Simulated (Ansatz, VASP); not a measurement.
One calculation of Al2BN, two programs

The input INCAR:

```
ALGO = Normal
EDIFF = 1E-6
ENCUT = 520
GGA = PE
ISIF = 2
ISMEAR = 0
ISPIN = 2
LASPH = True
LCHARG = False
LORBIT = 11
LREAL = False
LWAVE = False
MAGMOM = 0 0 0 1
NBANDS = 19
NELM = 150
PREC = Accurate
SIGMA = 0.1
```

KPOINTS

```
k-points
0
Gamma
  6 6 6
```

File POSCAR:

```
Al2BN
1.0
    2.5436750000      1.4685914400      2.4031819200
   -2.5436750000      1.4685914400      2.4031819200
    0.0000000000     -2.9371828900      2.4031819200
Al B N
2 1 1
Direct
    0.3097655200      0.3097655200      0.3097655200
    0.6902344800      0.6902344800      0.6902344800
    0.0000000000      0.0000000000      0.0000000000
    0.5000000000      0.5000000000      0.5000000000
```

Input for Ansatz:

```yaml
crystal:
  lattice:
    - [2.543675, 1.46859144, 2.40318192]
    - [-2.543675, 1.46859144, 2.40318192]
    - [0.0, -2.93718289, 2.40318192]
  atoms:
    - { symbol: Al, position: [0.30976552, 0.30976552, 0.30976552] }
    - { symbol: Al, position: [0.69023448, 0.69023448, 0.69023448] }
    - { symbol: B, position: [0.0, 0.0, 0.0] }
    - { symbol: "N", position: [0.5, 0.5, 0.5], spin: 1.0 }
basis:
  ecutwfc: 420
kpoints:
  mp_grid: { grid: [6, 6, 6] }
hamiltonian:
  xc: pbe
scf:
  occupations: { method: gaussian, width: 0.1 }
  lower_state_search: "off"
output:
  forces: true
  stress: true
  eigenvalues: true
  populations: true
magnetization:
  spin_polarized: true
```

Alike in both runs: task single point; functional PBE; k mesh 6 × 6 × 6; occupations gaussian, width 0.1 eV; collinear spin.

```csv
,VASP,Ansatz
version,VASP 6.6.1,Ansatz 0.2.0
potentials or method,"VASP PAW PBE potentials, release 64 (Al, B, N), cutoff 520 eV","scalar-relativistic, plane waves, PAW"
valence electrons in the cell,14,14
```

|  | VASP | Ansatz | Ansatz less VASP |
| --- | --- | --- | --- |
| gap on the k mesh at the Fermi level (eV) | none | none | - |
| rms of the force components (eV/Å) | 11.186 | 11.332 | +0.1454 |
| net moment per atom (μB) | 0.00 | 0.00 | 0.000 |

Atom by atom the forces differ by 0.145 eV/Å (rms over components). A gap of «none» marks a metal or a gap that the smearing closes. Ansatz's warnings: seeded moment not kept.
